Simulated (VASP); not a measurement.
Crystal: LiTbH4.

```
Li Tb H
1.0
     0.00000    3.30999    3.30999
     3.30999    0.00000    3.30999
     3.30999    3.30999    0.00000
Li Tb H
1 1 4
Direct
  0.00000 0.00000 0.00000
  0.50000 0.50000 0.50000
  0.85959 0.85959 0.85959
  0.85959 0.85959 0.42122
  0.85959 0.42122 0.85959
  0.42122 0.85959 0.85959
```

The cell was built from a structure type or drawn by symmetry, and may not be a known phase.

| Property | Result |
| --- | --- |
| Program | VASP 6.6.1 |
| Task | relaxation of cell and atoms |
| Functional | PBE |
| Potentials or basis | VASP PAW PBE potentials, release 64 (Li_sv, Tb_3, H), 4f in core |
| Cutoff | 750 eV |
| k mesh | 4 × 4 × 4 |
| Occupations | gaussian, width 0.1 eV |
| Spin | no spin polarisation |

At the start: pressure -8.8 GPa; volume 12.09 Å³/atom.

How do energy, volume and symmetry change on relaxing?

Over 7 steps the energy falls by 94.4 meV/atom and the volume is 9.43 Å³/atom (-22.0 %); space group F-43m (No. 216, to 0.1 Å) before and after.

Step by step:
| step | energy change (eV) | largest force (eV/Å) | pressure (GPa) | volume (Å³) |
| --- | --- | --- | --- | --- |
| 1 | 0.0000 | 0.2736 | -8.75 | 72.53 |
| 2 | -0.3319 | 0.3145 | -6.12 | 65.81 |
| 3 | -0.5258 | 0.3590 | -1.21 | 58.66 |
| 4 | -0.5353 | 0.3714 | 0.88 | 56.53 |
| 5 | -0.5357 | 0.3697 | 0.56 | 56.83 |
| 6 | -0.5607 | 0.1567 | 0.36 | 56.70 |
| 7 | -0.5662 | 0.0057 | 0.24 | 56.61 |

Final structure:
```
Li Tb H
1.0
     0.00000    3.04755    3.04755
     3.04755    0.00000    3.04755
     3.04755    3.04755    0.00000
Li Tb H
1 1 4
Cartesian
  0.0000 0.0000 0.0000
  3.0475 3.0475 3.0475
  5.1976 5.1976 5.1976
  3.9450 3.9450 5.1976
  3.9450 5.1976 3.9450
  5.1976 3.9450 3.9450
```

Caveat: the volume moved by over 15 % at a fixed basis, so the end points are rough.
